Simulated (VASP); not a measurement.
# Mo (I4/mmm) in VASP: further runs, part 2 of 2

VASP 6.6.1. Earlier steps stand in the parts before.

## Step 3: Single point, PBEsol (strain +0.0400 x Voigt [0, 1, 0, 0, 0, 0])

Input file INCAR:

```
SYSTEM = Mo
ALGO = Fast
EDIFF = 1E-6
ENCUT = 520
GGA = PS
ISIF = 2
ISMEAR = 0
LASPH = .TRUE.
LCHARG = .TRUE.
LELF = .TRUE.
LREAL = .FALSE.
LVHAR = .TRUE.
LWAVE = .FALSE.
NBANDS = 13
NELM = 100
PREC = Accurate
SIGMA = 0.15
```

Input file KPOINTS:

```
k-points
0
G
  26 26 26
  0 0 0
```

Input file POSCAR:

```
Mo
1.0
   -1.5646534271      1.6272395642      1.5646534271
    1.5646534271     -1.6272395642      1.5646534271
    1.5646534271      1.6272395642     -1.5646534271
Mo
1
Direct
    0.0000000000      0.0000000000      0.0000000000
```

Potentials or basis: VASP PAW PBE potentials, release 64 (Mo_sv).

On the command line:

```sh
$ cat potpaw_PBE.64/Mo_sv/POTCAR > POTCAR
$ mpirun -np 1 vasp_std > vasp.out
```

OUTCAR:

```text
SYSTEM = Mo
   EDIFF = 1E-6
   ENCUT = 520
   GGA = PS
   ISIF = 2
   ISMEAR = 0
   LASPH = .TRUE.
   LREAL = .FALSE.
   NELM = 100
   PREC = Accurate

 ion  position               nearest neighbor table
   1  0.000  0.000  0.000-

  LATTYP: Found a body centered tetragonal cell.
 ALAT       =     3.1293068542
 C/A-ratio  =     1.0400000000

  Lattice vectors:

 A1 = (  -1.5646534271,  -1.6272395642,   1.5646534271)
 A2 = (   1.5646534271,  -1.6272395642,  -1.5646534271)
 A3 = (   1.5646534271,   1.6272395642,   1.5646534271)

Analysis of symmetry for initial positions (statically):
=====================================================================
 Subroutine PRICEL returns:
 Original cell was already a primitive cell.

 Routine SETGRP: Setting up the symmetry group for a
 body centered tetragonal supercell.

 Subroutine GETGRP returns: Found 16 space group operations
 (whereof 16 operations were pure point group operations)
 out of a pool of 16 trial point group operations.

The static configuration has the point symmetry D_4h.

Analysis of symmetry for dynamics (positions and initial velocities):
=====================================================================
 Subroutine PRICEL returns:
 Original cell was already a primitive cell.

 Routine SETGRP: Setting up the symmetry group for a
 body centered tetragonal supercell.

 Subroutine GETGRP returns: Found 16 space group operations
 (whereof 16 operations were pure point group operations)
 out of a pool of 16 trial point group operations.

The dynamic configuration has the point symmetry D_4h.

 Subroutine INISYM returns: Found 16 space group operations
 (whereof 16 operations are pure point group operations),
 and found     1 'primitive' translations

----------------------------------------------------------------------------------------

                                     Primitive cell

  volume of cell :      15.9348

  direct lattice vectors                    reciprocal lattice vectors
    -1.564653427  1.627239564  1.564653427     0.000000000  0.307268832  0.319559585
     1.564653427 -1.627239564  1.564653427     0.319559585  0.000000000  0.319559585
     1.564653427  1.627239564 -1.564653427     0.319559585  0.307268832  0.000000000

  length of vectors
     2.746668763  2.746668763  2.746668763     0.443319821  0.451925499  0.443319821

  position of ions in fractional coordinates (direct lattice)
     0.000000000  0.000000000  0.000000000

  ion indices of the primitive-cell ions
   primitive index   ion index
                 1           1

----------------------------------------------------------------------------------------

 KPOINTS: k-points

Automatic generation of k-mesh.
 Grid dimensions read from file:
 generate k-points for:   26   26   26

 Generating k-lattice:

  Cartesian coordinates                     Fractional coordinates (reciprocal lattice)
     0.000000000  0.011818032  0.012290753     0.038461538  0.000000000  0.000000000
     0.012290753  0.000000000  0.012290753     0.000000000  0.038461538  0.000000000
     0.012290753  0.011818032  0.000000000     0.000000000  0.000000000  0.038461538

  Length of vectors
     0.017050762  0.017381750  0.017050762

  Shift w.r.t. Gamma in fractional coordinates (k-lattice)
     0.000000000  0.000000000  0.000000000

 Subroutine IBZKPT returns following result:
 ===========================================

 Found   1330 irreducible k-points:

 Following reciprocal coordinates:
            Coordinates               Weight
  0.000000  0.000000  0.000000      1.000000
  0.038462  0.000000 -0.000000      8.000000
  0.076923  0.000000 -0.000000      8.000000
  0.115385  0.000000  0.000000      8.000000
  0.153846  0.000000  0.000000      8.000000
  0.192308  0.000000  0.000000      8.000000
[... 16 lines left out ...]
  0.307692  0.038462  0.000000     16.000000
  0.346154  0.038462  0.000000     16.000000
 [... further k-points ...]
   k-points           NKPTS =   1330   k-points in BZ     NKDIM =   1330   number of bands    NBANDS=     13
   number of dos      NEDOS =    301   number of ions     NIONS =      1
   total plane-waves  NPLWV =   8000
   dimension x,y,z NGX =    20 NGY =   20 NGZ =   20
   dimension x,y,z NGXF=    40 NGYF=   40 NGZF=   40
   ions per type =               1
   NGX,Y,Z   is equivalent  to a cutoff of  12.11, 12.11, 12.11 a.u.
   NGXF,Y,Z  is equivalent  to a cutoff of  24.21, 24.21, 24.21 a.u.
 SYSTEM =  Mo
   PREC   = accura    normal or accurate (medium, high low for compatibility)
   ISTART =      0    job   : 0-new  1-cont  2-samecut
   ICHARG =      2    charge: 1-file 2-atom 10-const
   ISPIN  =      1    spin polarized calculation?
   LNONCOLLINEAR =      F non collinear calculations
   LSORBIT =      F    spin-orbit coupling
   LASPH  =      T    aspherical Exc in radial PAW
   ENCUT  =  520.0 eV  38.22 Ry    6.18 a.u.   5.11  5.11  5.11*2*pi/ulx,y,z
   NELM   =    100;   NELMIN=  2; NELMDL= -5     # of ELM steps
   EDIFF  = 0.1E-05   stopping-criterion for ELM
   LREAL  =      F    real-space projection
   EDIFFG = 0.1E-04   stopping-criterion for IOM
   NSW    =      0    number of steps for IOM
   IBRION =     -1    ionic relax: 0-MD 1-quasi-New 2-CG
   NFREE  =      0    steps in history (QN), initial steepest desc. (CG)
   ISIF   =      2    stress and relaxation
   ISYM   =      2    0-nonsym 1-usesym 2-fastsym
   POTIM  = 0.5000    time-step for ionic-motion
   TEBEG  =    0.0;   TEEND  =   0.0 temperature during run
   PSTRESS=    0.0 pullay stress
   NELECT =      14.0000    total number of electrons
   NUPDOWN=      -1.0000    fix difference up-down
   EMIN   =  10.00;   EMAX   =-10.00  energy-range for DOS
   EFERMI =   0.00;   METHOD = LEGACY
   ISMEAR =     0;   SIGMA  =   0.15  broadening in eV -4-tet -1-fermi 0-gaus
   EFERMI_NEDOS =   21; number of points for ismear=-14 and -15
   IALGO  =     68    algorithm
   IMIX   =      4    mixing-type and parameters
     AMIX     =   0.40;   BMIX     =  1.00
     AMIX_MAG =   1.60;   BMIX_MAG =  1.00
  volume/ion in A,a.u.               =      15.93       107.53
  Fermi-wavevector in a.u.,A,eV,Ry     =   1.567960  2.963014 33.449893  2.458498
  Thomas-Fermi vector in A             =   2.670062
   LORBIT       =      0    0 simple, 1 ext, 2 COOP (PROOUT), +10 PAW based schemes
   GGA     = PS    functional components
   LHFCALC =     F    Hartree Fock is set to
   AEXX    =    0.0000 exact exchange contribution
   IVDW    =     0    specifies the selected vdW correction
   LEPSILON=     F    determine dielectric tensor
   LRPA    =     F    only Hartree local field effects (RPA)
 non-spin polarized calculation
 RMM-DIIS sequential band-by-band and
 Gauss-broadening in eV      SIGMA  =   0.15
  energy-cutoff  :      520.00
  volume of cell :       15.93
 maximum number of plane-waves:       444
   NGX = 11   NGY = 11   NGZ = 11

 number of electron      14.0000002 magnetization

 Free energy of the ion-electron system (eV)
  ---------------------------------------------------
  ext. energy  EPLUGINS =         0.00000000
  ---------------------------------------------------
  free energy    TOTEN  =       -11.74951644 eV

  energy without entropy =      -11.74258057  energy(sigma->0) =      -11.74604851

 E-fermi :  12.1464     XC(G=0): -13.4201

 val. band max:       12.1459488691   @ k =   0.1923  -0.1538   0.0769
 cond. band min:      12.1546787813   @ k =  -0.0385   0.1923   0.0385
 fundamental gap:      0.0087299122
 Fermi energy:        12.1463607353

 k-point     1 :       0.0000    0.0000    0.0000
  band No.  band energies     occupation
      1     -49.0324      2.00000
      2     -22.3697      2.00000
      3     -22.3592      2.00000
      4     -22.3592      2.00000
      5       4.9379      2.00000
      6      10.7014      2.00000
      7      10.7014      2.00000
      8      11.1274      2.00000
      9      13.4810      0.00000
     10      14.0263      0.00000
     11      26.4714      0.00000
     12      27.1992      0.00000
     13      27.1992      0.00000
[... 353 lines left out ...]
 k-point    24 :       0.3462    0.0385    0.0000
  band No.  band energies     occupation
      1     -48.8285      2.00000
      2     -23.4830      2.00000
      3     -22.7042      2.00000
      4     -22.3753      2.00000
      5       7.1870      2.00000
      6       9.2756      2.00000
      7      11.7531      1.99979
      8      13.4294      0.00000
      9      14.3126      0.00000
     10      15.4157      0.00000
     11      25.0912      0.00000
     12      25.3450      0.00000
     13      31.6729      0.00000

 [... further k-points ...]

------------------------ aborting loop because EDIFF is reached ----------------------------------------

  FORCE on cell =-STRESS in cart. coord.  units (eV):
  Direction    XX          YY          ZZ          XY          YZ          ZX
  --------------------------------------------------------------------------------------
  -------------------------------------------------------------------------------------
  Total       -0.5544832     -1.6761014     -0.5544832      0.0000000      0.0000000      0.0000000
  in kB      -55.7508126   -168.5245093    -55.7508126      0.0000000      0.0000000      0.0000000
  external PRESSURE =     -93.3420448 kB  Pullay stress =       0.0000000 kB

 VOLUME and BASIS-vectors are now :
 -----------------------------------------------------------------------------
  energy-cutoff  :      520.00
  volume of cell :       15.93
      direct lattice vectors                 reciprocal lattice vectors
    -1.564653427  1.627239564  1.564653427     0.000000000  0.307268832  0.319559585
     1.564653427 -1.627239564  1.564653427     0.319559585  0.000000000  0.319559585
     1.564653427  1.627239564 -1.564653427     0.319559585  0.307268832  0.000000000

 POSITION                                       TOTAL-FORCE (eV/Angst)
 -----------------------------------------------------------------------------------
      0.00000      0.00000      0.00000         0.000000      0.000000     -0.000000
 -----------------------------------------------------------------------------------
    total drift:                                0.000000     -0.000000      0.000000

  FREE ENERGIE OF THE ION-ELECTRON SYSTEM (eV)
  ---------------------------------------------------
  free  energy   TOTEN  =       -11.7495164433 eV

  energy  without entropy=      -11.7425805740  energy(sigma->0) =      -11.74604851
```

stdout:

```text
POSCAR found type information on POSCAR Mo
 POSCAR found :  1 types and       1 ions
 scaLAPACK will be used
 -----------------------------------------------------------------------------
|                                                                             |
|                                                                             |
|     You enforced a specific xc type in the INCAR file but a different       |
|     I HOPE YOU KNOW WHAT YOU ARE DOING!                                     |
|                                                                             |
 -----------------------------------------------------------------------------

 LDA part: xc-table for (Slater+PW92), standard interpolation
 POSCAR, INCAR and KPOINTS ok, starting setup
 FFT: planning ... GRIDC
 FFT: planning ... GRID_SOFT
 FFT: planning ... GRID
 WAVECAR not read
 entering main loop
WARNING in EDDRMM: call to ZHEGV failed, returncode =   6  3     13
```

It took 4.4 min on 1 thread of Intel Xeon 8259CL, shared host; peak memory 0.35 GiB.

Results:

| Item | Value |
| --- | --- |
| Free energy | -11.7495 eV |
| Pressure | -9.3 GPa |
| Band gap on the k mesh | zero (bands 7 and 8 overlap by 4.91 eV) |

Caveat: the cell differs from its parent crystal (strain +0.0400 x Voigt [0, 1, 0, 0, 0, 0]); the stress differs along the axes, from -17 to -6 GPa; the PAW data sets were made with another functional, which shifts forces and pressure a little.
